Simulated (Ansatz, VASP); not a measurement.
# Bi in VASP and in Ansatz

```
Bi
1.0
    -1.81838    1.81838    2.27534
     1.81838   -1.81838    2.27534
     1.81838    1.81838   -2.27534
Bi
1
Direct
  0.00000 0.00000 0.00000
```

Alike in both runs: task single point; functional PBE; dispersion D3(BJ); k mesh 18 × 18 × 18; occupations gaussian, width 0.15 eV; no spin polarisation.

|  | VASP | Ansatz |
| --- | --- | --- |
| version | VASP 6.6.1 | Ansatz 0.2.0 |
| potentials or method | VASP PAW PBE potentials, release 64 (Bi_d), cutoff 520 eV | scalar-relativistic, plane waves, PAW |
| valence electrons in the cell | 15 | 15 |

|  | VASP | Ansatz | Ansatz less VASP |
| --- | --- | --- | --- |
| gap on the k mesh at the Fermi level (eV) | none | none | - |
| pressure (GPa) | 0.3 | 0.4 | +0.05 |
| traceless stress, the component that is largest in VASP (GPa) | -1.22 | -1.23 | -0.004 |

A gap of «none» marks a metal or a gap that the smearing closes.

Neither program's run includes spin-orbit coupling.
